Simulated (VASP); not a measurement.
A run of VASP 6.6.1 is set up as follows.

Contents of POSCAR:

```
Mo
1.0
    2.7765430532      0.0000000000      0.0000000000
   -1.3882715266      2.4045568187      0.0000000000
    0.0000000000      0.0000000000      2.6318361210
Mo
1
Direct
    0.0000000000      0.0000000000      0.5000000000
```

File INCAR.step1:

```
SYSTEM = Mo
PREC = Accurate
ENCUT = 520
ISMEAR = 0
SIGMA = 0.15
LREAL = .False.
LASPH = .True.
NELM = 100
NBANDS = 13
GGA = PE
ALGO = Normal
EDIFF = 1E-4
LWAVE = .True.
LCHARG = .False.
```

Contents of INCAR.step2:

```
SYSTEM = Mo
PREC = Accurate
ENCUT = 520
EDIFF = 1E-6
ISMEAR = 0
SIGMA = 0.15
LREAL = .False.
LASPH = .True.
NELM = 100
ALGO = Normal
ISIF = 2
LWAVE = .False.
LCHARG = .False.
METAGGA = R2SCAN
LMIXTAU = .True.
NBANDS = 13
ISTART = 1
```

Contents of KPOINTS:

```
regular mesh
0
Gamma
  18 18 18
  0 0 0
```

Potentials or basis: VASP PAW PBE potentials, release 64 (Mo_sv).

The run is started by

```bash
$ cat potpaw_PBE.64/Mo_sv/POTCAR > POTCAR
$ cp INCAR.step1 INCAR
$ mpirun -np 1 vasp_std > vasp.out
$ cp INCAR.step2 INCAR
$ mpirun -np 1 vasp_std > vasp.out
```

What does it give for the band gap on the k mesh?

Zero (bands 7 and 8 overlap by 1.72 eV).

Predict the pressure.

-10.2 GPa.

Stress tensor (GPa, compression positive):
```
 -7.28   0.00   0.00
  0.00  -7.28   0.00
  0.00   0.00 -16.04
```

Caveat: the cell differs from its parent crystal (strain +0.015 along x and y, +0.030 along z); the stress differs along the axes, from -16 to -7 GPa; the PAW data sets were made with another functional, which shifts forces and pressure a little.
